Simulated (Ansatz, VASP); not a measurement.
Two plane-wave programs on F

```xyz
4
Lattice="3.0919 -1.8057 -0.2385 3.0919 1.8057 -0.2385 -2.3163 0.0000 7.2278" Properties=species:S:1:pos:R:3 pbc="T T T"
F     0.3069    0.0000    0.6390
F     3.5606    0.0000    6.1119
F     1.7264    0.0000    4.0521
F     2.1411    0.0000    2.6988
```

Change from the starting cell: volume 19.678 Å^3 an atom, stretch along a over the lengths across it, relative to the relaxed cell 0.9841.

Alike in both runs: task single point; functional PBEsol; k mesh 4 × 4 × 2; occupations gaussian, width 0.05 eV; no spin polarisation.

```csv
,VASP,Ansatz
version,VASP 6.6.1,Ansatz 0.2.0
potentials or method,"VASP PAW PBE potentials, release 64 (F), cutoff 520 eV","scalar-relativistic, plane waves, PAW"
valence electrons in the cell,28,28
```

VASP gave:

```
gap on the k mesh at the Fermi level (eV)                     : 2.84
least direct gap on the mesh (eV)                             : 2.92
pressure (GPa)                                                : -0.8
traceless stress, the component that is largest in VASP (GPa) : -0.49
rms of the force components (eV/Å)                            : 0.088
```

Q: Which values does Ansatz return?

A: gap on the k mesh at the Fermi level (eV): 2.92; least direct gap on the mesh (eV): 2.99; pressure (GPa): -1.1; traceless stress, the component that is largest in VASP (GPa): -1.75; rms of the force components (eV/Å): 0.319.

VASP's potentials were made for PBE, not for PBEsol. Atom by atom the forces differ by 0.231 eV/Å (rms over components). One of these differences is far larger than is usual between the two programs; its cause wasn't traced. The functional is the same, so the differences come from potentials, cutoffs and numerics.

The k mesh is coarse, so the values compare programs but aren't converged.
